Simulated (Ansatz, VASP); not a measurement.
# Mg: VASP beside Ansatz

File INCAR:

```
  PREC = Accurate
  ENCUT = 520
  EDIFF = 1E-8
  ISMEAR = -1
  SIGMA = 0.03
  LREAL = F
  LASPH = T
  NELM = 80
  ALGO = Normal
  ISIF = 2
  LWAVE = F
  LCHARG = F
  GGA = PE
  LEFG = T
  NBANDS = 7
```

KPOINTS

```
regular mesh
0
Gamma
  16 16 16
```

File POSCAR:

```
Mg
1.0
   -0.0673276800      2.2105921600      2.2105921600
    2.2105921600     -0.0673276800      2.2105921600
    2.2105921600      2.2105921600     -0.0673276800
Mg
1
Direct
    0.0000000000      0.0000000000      0.0000000000
```

Input for Ansatz:

```yaml
crystal:
  lattice:
    - [-0.06732768, 2.21059216, 2.21059216]
    - [2.21059216, -0.06732768, 2.21059216]
    - [2.21059216, 2.21059216, -0.06732768]
  atoms:
    - { symbol: Mg, position: [0.0, 0.0, 0.0] }
kpoints:
  mp_grid: { grid: [16, 16, 16] }
scf:
  occupations: { method: fermi_dirac, width: 0.03 }
hamiltonian:
  xc: pbe
  pseudopotentials: { kind: all_electron, datasets: crystal }
output:
  forces: true
  stress: true
  eigenvalues: true
  efg: { contact_densities: true }
```

Change from the starting cell: equal xy, yz and zx shear strains of -3 %, crystal datasets.

Alike in both runs: task electric field gradients; functional PBE; k mesh 16 × 16 × 16; occupations fermi-dirac, width 0.03 eV; no spin polarisation.

|  | VASP | Ansatz |
| --- | --- | --- |
| version | VASP 6.6.1 | Ansatz 0.2.0 |
| potentials or method | VASP PAW PBE potentials, release 64 (Mg), cutoff 520 eV | all-electron PAW with datasets made for the crystal, scalar-relativistic |

Ansatz gave:

- pressure (GPa): 0.9
- traceless stress, the component that is largest in VASP (GPa): 0.74
- size of Vzz on the site where it differs most (V/Å²): 2.0

What did VASP give for the same quantities?

Pressure (GPa): 0.8; traceless stress, the component that is largest in VASP (GPa): 0.74; size of Vzz on the site where it differs most (V/Å²): 2.2.

Ansatz ran all-electron here, and VASP with PAW potentials.
